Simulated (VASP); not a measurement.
# P (P4/mmm) in VASP: a series of runs

Runs on P. Level: PBE. Tasks: single point, relaxation of cell and atoms.

Everything below comes from runs of VASP 6.6.1. Logs are shortened: lines on timing, memory, paths and dates and some standing lists are left out, and cuts for length are marked.

**1. The cell of the first run**

The typed cell holds 1 atom: a = 2.447 Å, b = 2.447 Å, c = 2.440 Å, α = 90.00°, β = 90.00°, γ = 90.00°.

**2. Single point, PBE**

Input file INCAR:

```
ALGO = Normal ; EDIFF = 1E-6
ENCUT = 520 ; GGA = PE
ISIF = 2 ; ISMEAR = 0
LASPH = True ; LCHARG = False
LREAL = False ; LWAVE = False
NBANDS = 8 ; NELM = 100
PREC = Accurate ; SIGMA = 0.1
```

Input file KPOINTS:

```
k-points
0
Gamma
  22 22 24
```

Input file POSCAR:

```
P
1.0
    2.4473017351      0.0000000000      0.0000000000
    0.0000000000      2.4473017351      0.0000000000
    0.0000000000      0.0000000000      2.4396536632
P
1
Direct
    0.0000000000      0.0000000000      0.5000000000
```

Potentials or basis: VASP PAW PBE potentials, release 64 (P).

The run is started by

```console
> cat potpaw_PBE.64/P/POTCAR > POTCAR
> mpirun -np 1 vasp_std > vasp.out
```

OUTCAR:

```text
EDIFF = 1E-6
   ENCUT = 520
   GGA = PE
   ISIF = 2
   ISMEAR = 0
   LASPH = True
   LREAL = False
   NELM = 100
   PREC = Accurate

 ion  position               nearest neighbor table
   1  0.000  0.000  0.500-

  LATTYP: Found a simple tetragonal cell.
 ALAT       =     2.4473017351
 C/A-ratio  =     0.9968748962

  Lattice vectors:

 A1 = (   2.4473017351,   0.0000000000,   0.0000000000)
 A2 = (   0.0000000000,   2.4473017351,   0.0000000000)
 A3 = (   0.0000000000,   0.0000000000,   2.4396536632)

Analysis of symmetry for initial positions (statically):
=====================================================================
 Subroutine PRICEL returns:
 Original cell was already a primitive cell.

 Routine SETGRP: Setting up the symmetry group for a
 simple tetragonal supercell.

 Subroutine GETGRP returns: Found 16 space group operations
 (whereof 16 operations were pure point group operations)
 out of a pool of 16 trial point group operations.

The static configuration has the point symmetry D_4h.

Analysis of symmetry for dynamics (positions and initial velocities):
=====================================================================
 Subroutine PRICEL returns:
 Original cell was already a primitive cell.

 Routine SETGRP: Setting up the symmetry group for a
 simple tetragonal supercell.

 Subroutine GETGRP returns: Found 16 space group operations
 (whereof 16 operations were pure point group operations)
 out of a pool of 16 trial point group operations.

The dynamic configuration has the point symmetry D_4h.

 Subroutine INISYM returns: Found 16 space group operations
 (whereof 16 operations are pure point group operations),
 and found     1 'primitive' translations

----------------------------------------------------------------------------------------

                                     Primitive cell

  volume of cell :      14.6118

  direct lattice vectors                    reciprocal lattice vectors
     2.447301735  0.000000000  0.000000000     0.408613284  0.000000000  0.000000000
     0.000000000  2.447301735  0.000000000     0.000000000  0.408613284  0.000000000
     0.000000000  0.000000000  2.439653663     0.000000000  0.000000000  0.409894247

  length of vectors
     2.447301735  2.447301735  2.439653663     0.408613284  0.408613284  0.409894247

  position of ions in fractional coordinates (direct lattice)
     0.000000000  0.000000000  0.500000000

  ion indices of the primitive-cell ions
   primitive index   ion index
                 1           1

----------------------------------------------------------------------------------------

 KPOINTS: k-points

Automatic generation of k-mesh.
 Grid dimensions read from file:
 generate k-points for:   22   22   24

 Generating k-lattice:

  Cartesian coordinates                     Fractional coordinates (reciprocal lattice)
     0.018573331  0.000000000  0.000000000     0.045454545  0.000000000  0.000000000
     0.000000000  0.018573331  0.000000000     0.000000000  0.045454545  0.000000000
     0.000000000  0.000000000  0.017078927     0.000000000  0.000000000  0.041666667

  Length of vectors
     0.018573331  0.018573331  0.017078927

  Shift w.r.t. Gamma in fractional coordinates (k-lattice)
     0.000000000  0.000000000  0.000000000

 Subroutine IBZKPT returns following result:
 ===========================================

 Found   1014 irreducible k-points:

 Following reciprocal coordinates:
            Coordinates               Weight
  0.000000  0.000000  0.000000      1.000000
  0.045455  0.000000  0.000000      4.000000
  0.090909  0.000000  0.000000      4.000000
  0.136364  0.000000  0.000000      4.000000
  0.181818  0.000000  0.000000      4.000000
  0.227273  0.000000  0.000000      4.000000
[... 16 lines left out ...]
  0.500000  0.045455  0.000000      4.000000
  0.090909  0.090909  0.000000      4.000000
 [... further k-points ...]
   k-points           NKPTS =   1014   k-points in BZ     NKDIM =   1014   number of bands    NBANDS=      8
   number of dos      NEDOS =    301   number of ions     NIONS =      1
   total plane-waves  NPLWV =   5832
   dimension x,y,z NGX =    18 NGY =   18 NGZ =   18
   dimension x,y,z NGXF=    36 NGYF=   36 NGZF=   36
   ions per type =               1
   NGX,Y,Z   is equivalent  to a cutoff of  12.23, 12.23, 12.27 a.u.
   NGXF,Y,Z  is equivalent  to a cutoff of  24.45, 24.45, 24.53 a.u.
 SYSTEM =  unknown system
   PREC   = accura    normal or accurate (medium, high low for compatibility)
   ISTART =      0    job   : 0-new  1-cont  2-samecut
   ICHARG =      2    charge: 1-file 2-atom 10-const
   ISPIN  =      1    spin polarized calculation?
   LNONCOLLINEAR =      F non collinear calculations
   LSORBIT =      F    spin-orbit coupling
   LASPH  =      T    aspherical Exc in radial PAW
   ENCUT  =  520.0 eV  38.22 Ry    6.18 a.u.   4.55  4.55  4.54*2*pi/ulx,y,z
   NELM   =    100;   NELMIN=  2; NELMDL= -5     # of ELM steps
   EDIFF  = 0.1E-05   stopping-criterion for ELM
   LREAL  =      F    real-space projection
   EDIFFG = 0.1E-04   stopping-criterion for IOM
   NSW    =      0    number of steps for IOM
   IBRION =     -1    ionic relax: 0-MD 1-quasi-New 2-CG
   NFREE  =      0    steps in history (QN), initial steepest desc. (CG)
   ISIF   =      2    stress and relaxation
   ISYM   =      2    0-nonsym 1-usesym 2-fastsym
   POTIM  = 0.5000    time-step for ionic-motion
   TEBEG  =    0.0;   TEEND  =   0.0 temperature during run
   PSTRESS=    0.0 pullay stress
   NELECT =       5.0000    total number of electrons
   NUPDOWN=      -1.0000    fix difference up-down
   EMIN   =  10.00;   EMAX   =-10.00  energy-range for DOS
   EFERMI =   0.00;   METHOD = LEGACY
   ISMEAR =     0;   SIGMA  =   0.10  broadening in eV -4-tet -1-fermi 0-gaus
   EFERMI_NEDOS =   21; number of points for ismear=-14 and -15
   IALGO  =     38    algorithm
   IMIX   =      4    mixing-type and parameters
     AMIX     =   0.40;   BMIX     =  1.00
     AMIX_MAG =   1.60;   BMIX_MAG =  1.00
  volume/ion in A,a.u.               =      14.61        98.61
  Fermi-wavevector in a.u.,A,eV,Ry     =   1.145066  2.163861 17.839627  1.311176
  Thomas-Fermi vector in A             =   2.281756
   LORBIT       =      0    0 simple, 1 ext, 2 COOP (PROOUT), +10 PAW based schemes
   GGA     = PE    functional components
   LHFCALC =     F    Hartree Fock is set to
   AEXX    =    0.0000 exact exchange contribution
   IVDW    =     0    specifies the selected vdW correction
   LEPSILON=     F    determine dielectric tensor
   LRPA    =     F    only Hartree local field effects (RPA)
 non-spin polarized calculation
 Gauss-broadening in eV      SIGMA  =   0.10
  energy-cutoff  :      520.00
  volume of cell :       14.61
 maximum number of plane-waves:       413
   NGX =  9   NGY =  9   NGZ =  9

 number of electron       4.9999999 magnetization

 Free energy of the ion-electron system (eV)
  ---------------------------------------------------
  ext. energy  EPLUGINS =         0.00000000
  ---------------------------------------------------
  free energy    TOTEN  =        -5.27367447 eV

  energy without entropy =       -5.27199526  energy(sigma->0) =       -5.27283486

 E-fermi :   9.5807     XC(G=0): -11.2633

 val. band max:        9.5753209820   @ k =   0.4545   0.2727   0.1667
 cond. band min:       9.5887110453   @ k =   0.4091   0.0000   0.2500
 fundamental gap:      0.0133900632
 Fermi energy:         9.5806958326

 k-point     1 :       0.0000    0.0000    0.0000
  band No.  band energies     occupation
      1      -6.8715      2.00000
      2      14.5490      0.00000
      3      14.5490      0.00000
      4      14.6791      0.00000
      5      16.3851      0.00000
      6      16.4201      0.00000
      7      23.8350      0.00000
      8      33.9157      0.00000

 k-point     2 :       0.0455    0.0000    0.0000
  band No.  band energies     occupation
      1      -6.8246      2.00000
      2      13.5449      0.00000
      3      14.5859      0.00000
      4      14.7160      0.00000
      5      16.4484      0.00000
      6      17.3450      0.00000
      7      23.9929      0.00000
      8      33.5609      0.00000

 k-point     3 :       0.0909    0.0000    0.0000
  band No.  band energies     occupation
      1      -6.6841      2.00000
      2      11.9675      0.00000
      3      14.6961      0.00000
      4      14.8261      0.00000
      5      16.5597      0.00000
      6      18.7371      0.00000
      7      24.4869      0.00000
      8      32.5973      0.00000

 k-point     4 :       0.1364    0.0000    0.0000
  band No.  band energies     occupation
      1      -6.4510      2.00000
      2      10.3500      0.00000
      3      14.8776      0.00000
      4      15.0074      0.00000
      5      16.7416      0.00000
      6      19.9867      0.00000
      7      25.3485      0.00000
      8      31.3927      0.00000

 k-point     5 :       0.1818    0.0000    0.0000
  band No.  band energies     occupation
      1      -6.1269      2.00000
      2       8.7651      2.00000
      3      15.1268      0.00000
      4      15.2563      0.00000
      5      16.9884      0.00000
      6      21.0171      0.00000
      7      26.5371      0.00000
      8      30.0596      0.00000
[... 177 lines left out ...]
 k-point    22 :       0.4545    0.0455    0.0000
  band No.  band energies     occupation
      1      -2.7855      2.00000
      2       1.3367      2.00000
      3      16.3731      0.00000
      4      17.4007      0.00000
      5      19.6357      0.00000
      6      23.1339      0.00000
      7      24.2488      0.00000
      8      26.3761      0.00000

 k-point    23 :       0.5000    0.0455    0.0000
  band No.  band energies     occupation
      1      -2.5424      2.00000
      2       1.0050      2.00000
      3      16.4744      0.00000
      4      17.5007      0.00000
      5      19.7184      0.00000
      6      22.9644      0.00000
      7      24.0645      0.00000
      8      26.9247      0.00000

 k-point    24 :       0.0909    0.0909    0.0000
  band No.  band energies     occupation
      1      -6.4968      2.00000
      2      11.7156      0.00000
      3      12.6350      0.00000
      4      14.9726      0.00000
      5      17.9107      0.00000
      6      19.8845      0.00000
      7      24.9634      0.00000
      8      31.1799      0.00000

 [... further k-points ...]

------------------------ aborting loop because EDIFF is reached ----------------------------------------

  FORCE on cell =-STRESS in cart. coord.  units (eV):
  Direction    XX          YY          ZZ          XY          YZ          ZX
  --------------------------------------------------------------------------------------
  -------------------------------------------------------------------------------------
  Total       -0.0245997     -0.0245997     -0.0230760      0.0000000      0.0000000      0.0000000
  in kB       -2.6973439     -2.6973439     -2.5302735      0.0000000      0.0000000      0.0000000
  external PRESSURE =      -2.6416537 kB  Pullay stress =       0.0000000 kB

 VOLUME and BASIS-vectors are now :
 -----------------------------------------------------------------------------
  energy-cutoff  :      520.00
  volume of cell :       14.61
      direct lattice vectors                 reciprocal lattice vectors
     2.447301735  0.000000000  0.000000000     0.408613284  0.000000000  0.000000000
     0.000000000  2.447301735  0.000000000     0.000000000  0.408613284  0.000000000
     0.000000000  0.000000000  2.439653663     0.000000000  0.000000000  0.409894247

 POSITION                                       TOTAL-FORCE (eV/Angst)
 -----------------------------------------------------------------------------------
      0.00000      0.00000      1.21983         0.000000      0.000000      0.000000
 -----------------------------------------------------------------------------------
    total drift:                               -0.000000      0.000000     -0.000000

  FREE ENERGIE OF THE ION-ELECTRON SYSTEM (eV)
  ---------------------------------------------------
  free  energy   TOTEN  =        -5.2736744652 eV

  energy  without entropy=       -5.2719952641  energy(sigma->0) =       -5.27283486
```

It took 50 s on 1 thread of Intel Xeon Platinum 8259CL at 2.50GHz (Skylake/Cascade Lake), shared host; peak memory 0.2 GiB.

Results:

* Free energy: -5.2737 eV
* Pressure: -0.3 GPa

Levels at points of the mesh, in eV from the Fermi level:
```tsv
k point	band 1	band 2	band 3	band 4	band 5	band 6	band 7
(0.00, 0.00, 0.00)	-16.45	4.97	4.97	5.10	6.80	6.84	14.25
(0.50, 0.00, 0.00)	-12.17	-8.62	7.76	7.89	9.37	14.33	14.45
(0.50, 0.50, 0.00)	-7.53	-5.25	-5.25	1.03	10.46	16.95	16.95
(0.00, 0.00, 0.50)	-12.11	-8.63	7.80	7.80	9.39	14.31	14.31
(0.50, 0.00, 0.50)	-7.46	-5.27	-5.21	1.03	10.38	16.82	16.88
(0.50, 0.50, 0.50)	-2.21	-2.14	-2.14	-1.69	4.69	4.69	4.74
```

[end of part 1 of 2]
